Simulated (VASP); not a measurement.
**NbSi: single point with PBE**

The system is NbSi.

```
CELL_PARAMETERS angstrom
3.11378 0.00000 0.00000
0.00000 3.11378 0.00000
0.00000 0.00000 3.11378
ATOMIC_POSITIONS crystal
Nb 0.00000 0.00000 0.00000
Si 0.50000 0.50000 0.50000
```

| Item | Value |
| --- | --- |
| Program | VASP 6.6.1 |
| Task | single point |
| Functional | PBE |
| Potentials or basis | VASP PAW PBE potentials, release 64 (Nb_sv, Si) |
| Cutoff | 520 eV |
| k mesh | 8 × 8 × 8 |
| Occupations | fermi-dirac, width 0.05 eV |
| Spin | no spin polarisation |

```yaml
Pressure: 7.2 GPa
```

Levels at points of the mesh, in eV from the Fermi level:
```csv
k point,band 6,band 7,band 8,band 9,band 10,band 11
"(0.00, 0.00, 0.00)",-2.81,-2.81,2.38,2.38,2.38,2.61
"(0.50, 0.00, 0.00)",-6.46,-1.59,-1.12,-1.12,2.89,4.45
"(0.50, 0.50, 0.00)",-2.92,-2.92,-2.26,0.31,0.31,4.42
"(0.50, 0.50, 0.50)",-5.31,-5.31,-3.80,4.03,4.03,4.03
```

Wall time 7.2 s on 1 thread of Intel(R) Xeon(R) 6975P-C (Granite Rapids) (shared host), peak memory 0.14 GiB.
